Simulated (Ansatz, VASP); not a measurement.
**One calculation of CaSe, two programs**

```
Ca Se
1.0
     0.00000    3.27956    3.27956
     3.27956    0.00000    3.27956
     3.27956    3.27956    0.00000
Ca Se
1 1
Cartesian
  0.0000 0.0000 0.0000
  1.6398 1.6398 1.6398
```

Alike in both runs: task single point; functional r2SCAN; k mesh 6 × 6 × 6; no spin polarisation.

```csv
,VASP,Ansatz
version,VASP 6.6.1,Ansatz 0.2.0
potentials or method,"VASP PAW PBE potentials, release 64 (Ca_sv, Se)","plane waves, PAW"
plane-wave cutoff (eV),520,500
occupations,"gaussian, width 0.01 eV",fixed
valence electrons in the cell,16,26
```

Ansatz gave:

```
gap on the k mesh at the Fermi level (eV) : 3.70
```

Problem. Which values does VASP return?

Solution. gap on the k mesh at the Fermi level (eV): 3.69.

VASP's potentials were made for PBE, not for r2SCAN. VASP's potentials hold 16 valence electrons a cell and Ansatz's 26, so a difference there can come from the potentials and not from the codes.
